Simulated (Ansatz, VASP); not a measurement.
**One calculation of Pb, two programs**

```
Pb
1.0
    -1.97966    1.97966    1.97966
     1.97966   -1.97966    1.97966
     1.97966    1.97966   -1.97966
Pb
1
Cartesian
  0.0000 0.0000 0.0000
```

Alike in both runs: task relaxation of cell and atoms; functional RPBE; dispersion D4; k mesh 9 × 9 × 9; occupations fermi-dirac, width 0.05 eV; no spin polarisation.

|  | VASP | Ansatz |
| --- | --- | --- |
| version | VASP 6.6.1 | Ansatz 0.2.0 |
| potentials or method | VASP PAW PBE potentials, release 64 (Pb_d) | Ansatz PAW |
| plane-wave cutoff (eV) | 600 | 420 |
| valence electrons in the cell | 14 | 14 |

|  | VASP | Ansatz | Ansatz less VASP |
| --- | --- | --- | --- |
| gap on the k mesh at the Fermi level, each at its own relaxed structure (eV) | none | none | - |
| relaxed volume (Å³/atom) | 30.28 | 30.27 | -0.013 |
| relaxed cell length with the largest relative difference (Å) | 3.401 | 3.400 | -0.0005 |

VASP's potentials were made for PBE, not for RPBE. A gap of «none» marks a metal or a gap that the smearing closes.

Neither program's run includes spin-orbit coupling. Noted on Ansatz's run: the plane-wave basis is chosen anew once the cell has moved, so the energies of steps on either side of that aren't comparable.
